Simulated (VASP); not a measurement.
W, 1 atom in the cell. The structure is tetragonal, space group I4/mmm (No. 139). The conventional cell has a = 3.195 Å, b = 3.195 Å, c = 3.322 Å, α = 90.00°, β = 90.00°, γ = 90.00°. Within 3.7 Å of W (site symmetry 4/mmm) lie 14 W at 2.80 to 3.32 Å.  This cell differs from its parent crystal: strain +0.000 along x and y, +0.040 along z.

* Program: VASP 6.6.1
* Task: single point
* Functional: PBE
* Potentials or basis: VASP PAW PBE potentials, release 64 (W_sv)
* Cutoff: 520 eV
* k mesh: 20 × 20 × 20
* Occupations: gaussian, width 0.15 eV
* Spin: no spin polarisation
* Dipole correction: no
* Further INCAR settings: ALGO = Fast; EDIFF = 1e-06; NBANDS = 13

Potentials or basis: VASP PAW PBE potentials, release 64 (W_sv).

Command:

```bash
$ cat potpaw_PBE.64/W_sv/POTCAR > POTCAR
$ mpirun -np 1 vasp_std > vasp.out
```

Hardware: 1 thread of Intel(R) Xeon(R) Platinum 8375C CPU @ 2.90GHz (Ice Lake) (shared host).

**Question.** Estimate the wall time of this run.

**Answer.** Run time: 86 s on 1 thread of Intel(R) Xeon(R) Platinum 8375C CPU @ 2.90GHz (Ice Lake), with other jobs on the host, peak memory 0.25 GiB. Counts: scf iterations 12, k points 641.
